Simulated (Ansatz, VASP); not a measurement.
## Ta in VASP and in Ansatz

```
Ta
1.0
    -1.68124    1.68124    1.68124
     1.68124   -1.68124    1.68124
     1.68124    1.68124   -1.68124
Ta
1
Direct
  0.00000 0.00000 0.00000
```

Alike in both runs: functional PBE; k mesh 17 × 17 × 17; occupations fermi-dirac, width 0.05 eV; no spin polarisation.

Ansatz relaxed the structure, and its values are those at the end. VASP's run is a single point on that final structure, the one shown.

```csv
,VASP,Ansatz
version,VASP 6.6.1,Ansatz 0.2.0
potentials or method,"VASP PAW PBE potentials, release 64 (Ta_pv), cutoff 520 eV","all-electron LAPW, non-relativistic"
```

|  | VASP | Ansatz | Ansatz less VASP |
| --- | --- | --- | --- |
| pressure (GPa) | -7.0 | 0.0 | +6.99 |

One of these differences is far larger than is usual between the two programs; its cause wasn't traced. Ansatz ran all-electron here, and VASP with PAW potentials.

Neither program's run includes spin-orbit coupling.
